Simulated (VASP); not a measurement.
# MoN2 (Pbam) in VASP: single point with PBE

Aim: the single point of MoN2 with PBE.

All numbers are computed with VASP 6.6.1; they aren't measurements. Logs are shortened: lines on timing, memory, paths and dates and some standing lists are left out, and cuts for length are marked.

## 1. The cell of the first run

It takes space group Pbam (No. 55, orthorhombic). The conventional cell has a = 4.008 Å, b = 4.658 Å, c = 2.752 Å, α = 90.00°, β = 90.00°, γ = 90.00°. Within 2.9 Å of Mo (site symmetry 2/m) lie 12 N at 2.14 to 2.86 Å and 2 Mo at 2.75 Å. N (site symmetry m) has 1 N at 1.38 Å within 1.8 Å.

## 2. Single point, PBE (strain -0.0750 x Voigt [1, -1, 0, 0, 0, 0])

Input file INCAR:

```
PREC     = Accurate       # precision mode
ENCUT    = 520            # plane-wave cutoff, eV
EDIFF    = 1E-6           # SCF threshold, eV
ISMEAR   = 0              # smearing method
SIGMA    = 0.15           # smearing width, eV
LREAL    = F              # projectors in reciprocal space
LASPH    = T              # aspherical terms in the spheres
NELM     = 80             # most SCF steps
ALGO     = Normal         # electronic algorithm
ISIF     = 2              # what is computed and relaxed
LWAVE    = F              # write WAVECAR
LCHARG   = T              # write CHGCAR
GGA      = PE             # functional
LELF     = T              # ELF
LVHAR    = T            
NBANDS   = 33             # bands
```

Input file KPOINTS:

```
regular mesh
0
Gamma
  12 12 18
```

Input file POSCAR:

```
MoN2
1.0
    4.0080823013      0.0000000000      0.0000000000
    0.0000000000      4.6580415933      0.0000000000
    0.0000000000      0.0000000000      2.7518917152
Mo N
2 4
Direct
    0.5000000000      0.5000000000      0.0000000000
    0.0000000000      0.0000000000      0.0000000000
    0.8879039728      0.3879039728      0.5000000000
    0.1120960272      0.6120960272      0.5000000000
    0.3879039728      0.1120960272      0.5000000000
    0.6120960272      0.8879039728      0.5000000000
```

Potentials or basis: VASP PAW PBE potentials, release 64 (Mo_sv, N).

The run is started by

```sh
cat potpaw_PBE.64/Mo_sv/POTCAR potpaw_PBE.64/N/POTCAR > POTCAR
mpirun -np 1 vasp_std > vasp.out
```

OUTCAR:

```text
PREC = Accurate
   ENCUT = 520
   EDIFF = 1E-6
   ISMEAR = 0
   LREAL = F
   LASPH = T
   NELM = 80
   ISIF = 2
   GGA = PE

 ion  position               nearest neighbor table
   1  0.500  0.500  0.000-   3 2.14   4 2.14   3 2.14   4 2.14   5 2.32   6 2.32   5 2.32   6 2.32
                             2 3.07   2 3.07   2 3.07   2 3.07
   2  0.000  0.000  0.000-   5 2.14   6 2.14   5 2.14   6 2.14   3 2.32   4 2.32   3 2.32   4 2.32
                             1 3.07   1 3.07   1 3.07   1 3.07
   3  0.888  0.388  0.500-   4 1.38   1 2.14   1 2.14   2 2.32   2 2.32
   4  0.112  0.612  0.500-   3 1.38   1 2.14   1 2.14   2 2.32   2 2.32
   5  0.388  0.112  0.500-   6 1.38   2 2.14   2 2.14   1 2.32   1 2.32
   6  0.612  0.888  0.500-   5 1.38   2 2.14   2 2.14   1 2.32   1 2.32

  LATTYP: Found a simple orthorhombic cell.
 ALAT       =     2.7518917152
 B/A-ratio  =     1.4564825640
 C/A-ratio  =     1.6926689257

  Lattice vectors:

 A1 = (   0.0000000000,   0.0000000000,   2.7518917152)
 A2 = (   4.0080823013,   0.0000000000,   0.0000000000)
 A3 = (   0.0000000000,   4.6580415933,   0.0000000000)

Analysis of symmetry for initial positions (statically):
=====================================================================
 Subroutine PRICEL returns:
 Original cell was already a primitive cell.

 Routine SETGRP: Setting up the symmetry group for a
 simple orthorhombic supercell.

 Subroutine GETGRP returns: Found  8 space group operations
 (whereof  4 operations were pure point group operations)
 out of a pool of  8 trial point group operations.

The static configuration has the point symmetry C_2h.
 The point group associated with its full space group is D_2h.

Analysis of symmetry for dynamics (positions and initial velocities):
=====================================================================
 Subroutine PRICEL returns:
 Original cell was already a primitive cell.

 Routine SETGRP: Setting up the symmetry group for a
 simple orthorhombic supercell.

 Subroutine GETGRP returns: Found  8 space group operations
 (whereof  4 operations were pure point group operations)
 out of a pool of  8 trial point group operations.

The dynamic configuration has the point symmetry C_2h.
 The point group associated with its full space group is D_2h.

 Subroutine INISYM returns: Found  8 space group operations
 (whereof  4 operations are pure point group operations),
 and found     1 'primitive' translations

----------------------------------------------------------------------------------------

                                     Primitive cell

  volume of cell :      51.3773

  direct lattice vectors                    reciprocal lattice vectors
     4.008082301  0.000000000  0.000000000     0.249495875  0.000000000  0.000000000
     0.000000000  4.658041593  0.000000000     0.000000000  0.214682497  0.000000000
     0.000000000  0.000000000  2.751891715     0.000000000  0.000000000  0.363386391

  length of vectors
     4.008082301  4.658041593  2.751891715     0.249495875  0.214682497  0.363386391

  position of ions in fractional coordinates (direct lattice)
     0.500000000  0.500000000  0.000000000
     0.000000000  0.000000000  0.000000000
     0.887903973  0.387903973  0.500000000
     0.112096027  0.612096027  0.500000000
     0.387903973  0.112096027  0.500000000
     0.612096027  0.887903973  0.500000000

  ion indices of the primitive-cell ions
   primitive index   ion index
                 1           1
                 2           2
                 3           3
                 4           4
                 5           5
                 6           6

----------------------------------------------------------------------------------------

 KPOINTS: regular mesh

Automatic generation of k-mesh.
 Grid dimensions read from file:
 generate k-points for:   12   12   18

 Generating k-lattice:

  Cartesian coordinates                     Fractional coordinates (reciprocal lattice)
     0.020791323  0.000000000  0.000000000     0.083333333  0.000000000  0.000000000
     0.000000000  0.017890208  0.000000000     0.000000000  0.083333333  0.000000000
     0.000000000  0.000000000  0.020188133     0.000000000  0.000000000  0.055555556

  Length of vectors
     0.020791323  0.017890208  0.020188133

  Shift w.r.t. Gamma in fractional coordinates (k-lattice)
     0.000000000  0.000000000  0.000000000

 Subroutine IBZKPT returns following result:
 ===========================================

 Found    490 irreducible k-points:

 Following reciprocal coordinates:
            Coordinates               Weight
  0.000000  0.000000  0.000000      1.000000
  0.083333  0.000000  0.000000      2.000000
  0.166667  0.000000  0.000000      2.000000
  0.250000  0.000000  0.000000      2.000000
  0.333333  0.000000  0.000000      2.000000
  0.416667  0.000000  0.000000      2.000000
[... 16 lines left out ...]
  0.083333  0.250000  0.000000      4.000000
  0.166667  0.250000  0.000000      4.000000
 [... further k-points ...]
   k-points           NKPTS =    490   k-points in BZ     NKDIM =    490   number of bands    NBANDS=     33
   number of dos      NEDOS =    301   number of ions     NIONS =      6
   total plane-waves  NPLWV =  21600
   dimension x,y,z NGX =    30 NGY =   36 NGZ =   20
   dimension x,y,z NGXF=    60 NGYF=   72 NGZF=   40
   ions per type =               2   4
   NGX,Y,Z   is equivalent  to a cutoff of  12.44, 12.85, 12.08 a.u.
   NGXF,Y,Z  is equivalent  to a cutoff of  24.89, 25.70, 24.16 a.u.
 SYSTEM =  unknown system
   PREC   = accura    normal or accurate (medium, high low for compatibility)
   ISTART =      0    job   : 0-new  1-cont  2-samecut
   ICHARG =      2    charge: 1-file 2-atom 10-const
   ISPIN  =      1    spin polarized calculation?
   LNONCOLLINEAR =      F non collinear calculations
   LSORBIT =      F    spin-orbit coupling
   LASPH  =      T    aspherical Exc in radial PAW
   ENCUT  =  520.0 eV  38.22 Ry    6.18 a.u.   7.45  8.66  5.12*2*pi/ulx,y,z
   NELM   =     80;   NELMIN=  2; NELMDL= -5     # of ELM steps
   EDIFF  = 0.1E-05   stopping-criterion for ELM
   LREAL  =      F    real-space projection
   EDIFFG = 0.1E-04   stopping-criterion for IOM
   NSW    =      0    number of steps for IOM
   IBRION =     -1    ionic relax: 0-MD 1-quasi-New 2-CG
   NFREE  =      0    steps in history (QN), initial steepest desc. (CG)
   ISIF   =      2    stress and relaxation
   ISYM   =      2    0-nonsym 1-usesym 2-fastsym
   POTIM  = 0.5000    time-step for ionic-motion
   TEBEG  =    0.0;   TEEND  =   0.0 temperature during run
   PSTRESS=    0.0 pullay stress
   NELECT =      48.0000    total number of electrons
   NUPDOWN=      -1.0000    fix difference up-down
   EMIN   =  10.00;   EMAX   =-10.00  energy-range for DOS
   EFERMI =   0.00;   METHOD = LEGACY
   ISMEAR =     0;   SIGMA  =   0.15  broadening in eV -4-tet -1-fermi 0-gaus
   EFERMI_NEDOS =   21; number of points for ismear=-14 and -15
   IALGO  =     38    algorithm
   IMIX   =      4    mixing-type and parameters
     AMIX     =   0.40;   BMIX     =  1.00
     AMIX_MAG =   1.60;   BMIX_MAG =  1.00
  volume/ion in A,a.u.               =       8.56        57.79
  Fermi-wavevector in a.u.,A,eV,Ry     =   1.600411  3.024338 34.848801  2.561315
  Thomas-Fermi vector in A             =   2.697551
   LORBIT       =      0    0 simple, 1 ext, 2 COOP (PROOUT), +10 PAW based schemes
   GGA     = PE    functional components
   LHFCALC =     F    Hartree Fock is set to
   AEXX    =    0.0000 exact exchange contribution
   IVDW    =     0    specifies the selected vdW correction
   LEPSILON=     F    determine dielectric tensor
   LRPA    =     F    only Hartree local field effects (RPA)
 non-spin polarized calculation
 Gauss-broadening in eV      SIGMA  =   0.15
  energy-cutoff  :      520.00
  volume of cell :       51.38
 maximum number of plane-waves:      1420
 NGX is ok and might be reduce to    30
   NGX = 15   NGY = 17   NGZ = 11

 number of electron      48.0000003 magnetization

 Free energy of the ion-electron system (eV)
  ---------------------------------------------------
  ext. energy  EPLUGINS =         0.00000000
  ---------------------------------------------------
  free energy    TOTEN  =       -53.75849576 eV

  energy without entropy =      -53.74007420  energy(sigma->0) =      -53.74928498

 E-fermi :  12.4402     XC(G=0): -13.7607

 val. band max:       12.4399395340   @ k =   0.0000   0.0833   0.5000
 cond. band min:      12.4406802789   @ k =   0.5000   0.4167   0.0000
 fundamental gap:      0.0007407449
 Fermi energy:        12.4401516656

 k-point     1 :       0.0000    0.0000    0.0000
  band No.  band energies     occupation
      1     -49.6536      2.00000
      2     -49.5936      2.00000
      3     -23.9329      2.00000
      4     -23.7758      2.00000
      5     -23.5343      2.00000
      6     -23.4983      2.00000
[... 25 lines left out ...]
     32      18.5659      0.00000
     33      20.1990      0.00000

 k-point     2 :       0.0833    0.0000    0.0000
  band No.  band energies     occupation
      1     -49.6525      2.00000
      2     -49.5945      2.00000
      3     -23.9262      2.00000
      4     -23.7744      2.00000
      5     -23.5411      2.00000
      6     -23.5065      2.00000
[... 25 lines left out ...]
     32      18.4665      0.00000
     33      20.0155      0.00000
[... 754 lines left out ...]
     32      17.8991      0.00000
     33      19.2815      0.00000

 k-point    24 :       0.1667    0.2500    0.0000
  band No.  band energies     occupation
      1     -49.6417      2.00000
      2     -49.6050      2.00000
      3     -23.8976      2.00000
      4     -23.7003      2.00000
      5     -23.6726      2.00000
      6     -23.5066      2.00000
[... 25 lines left out ...]
     32      17.6818      0.00000
     33      19.1215      0.00000

 [... further k-points ...]

------------------------ aborting loop because EDIFF is reached ----------------------------------------

  FORCE on cell =-STRESS in cart. coord.  units (eV):
  Direction    XX          YY          ZZ          XY          YZ          ZX
  --------------------------------------------------------------------------------------
  -------------------------------------------------------------------------------------
  Total       15.0708827    -10.1650233      2.8282547      0.0000000      0.0000000      0.0000000
  in kB      469.9784446   -316.9915067     88.1978030      0.0000000      0.0000000      0.0000000
  external PRESSURE =      80.3949136 kB  Pullay stress =       0.0000000 kB

 VOLUME and BASIS-vectors are now :
 -----------------------------------------------------------------------------
  energy-cutoff  :      520.00
  volume of cell :       51.38
      direct lattice vectors                 reciprocal lattice vectors
     4.008082301  0.000000000  0.000000000     0.249495875  0.000000000  0.000000000
     0.000000000  4.658041593  0.000000000     0.000000000  0.214682497  0.000000000
     0.000000000  0.000000000  2.751891715     0.000000000  0.000000000  0.363386391

 POSITION                                       TOTAL-FORCE (eV/Angst)
 -----------------------------------------------------------------------------------
      2.00404      2.32902      0.00000        -0.000000      0.000000      0.000000
      0.00000      0.00000      0.00000        -0.000000      0.000000      0.000000
      3.55879      1.80687      1.37595        -0.409030      0.651110      0.000000
      0.44929      2.85117      1.37595         0.409030     -0.651110      0.000000
      1.55475      0.52215      1.37595        -0.409030     -0.651110      0.000000
      2.45333      4.13589      1.37595         0.409030      0.651110      0.000000
 -----------------------------------------------------------------------------------
    total drift:                               -0.000000      0.000000     -0.000000

  FREE ENERGIE OF THE ION-ELECTRON SYSTEM (eV)
  ---------------------------------------------------
  free  energy   TOTEN  =       -53.7584957642 eV

  energy  without entropy=      -53.7400741972  energy(sigma->0) =      -53.74928498
```

Run time: 4.8 min. Hardware: 1 thread of Intel Xeon Platinum 8559C (Emerald Rapids), shared host; peak memory 0.66 GiB.

What came out:

- Free energy: -53.7585 eV
- Pressure: 8.0 GPa
- Largest force: 0.769 eV/Å
- Band gap on the k mesh: zero (bands 24 and 25 overlap by 1.58 eV)

Forces in eV/Å, atoms in the order of the input:
```
Mo   0.000  0.000  0.000
Mo   0.000  0.000  0.000
N   -0.409  0.651  0.000
N    0.409 -0.651  0.000
N   -0.409 -0.651  0.000
N    0.409  0.651  0.000
```

Caveat: the cell differs from its parent crystal (strain -0.0750 x Voigt [1, -1, 0, 0, 0, 0]); the cell stands under pressure.
